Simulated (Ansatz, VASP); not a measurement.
**Two plane-wave programs on Pt**

```
Pt
1.0
     0.00000    3.03517    3.03517
     3.03517    0.00000    3.03517
     3.03517    3.03517    0.00000
Pt
3
Direct
  0.75000 0.75000 0.75000
  0.00000 0.00000 0.00000
  0.25000 0.25000 0.25000
```

Alike in both runs: functional PBE; k mesh 14 × 14 × 14; occupations gaussian, width 0.1 eV; no spin polarisation.

Ansatz relaxed the structure, and its values are those at the end. VASP's run is a single point on that final structure, the one shown.

|  | VASP | Ansatz |
| --- | --- | --- |
| version | VASP 6.6.1 | Ansatz 0.2.0 |
| potentials or method | VASP PAW PBE potentials, release 64 (Pt), cutoff 520 eV | scalar-relativistic, plane waves, PAW |
| valence electrons in the cell | 30 | 54 |

|  | VASP | Ansatz | Ansatz less VASP |
| --- | --- | --- | --- |
| gap on the k mesh at the Fermi level (eV) | none | none | - |
| pressure (GPa) | -0.4 | 0.0 | +0.43 |

A gap of «none» marks a metal or a gap that the smearing closes. VASP's potentials hold 30 valence electrons a cell and Ansatz's 54, so a difference there can come from the potentials and not from the codes.

Neither program's run includes spin-orbit coupling.
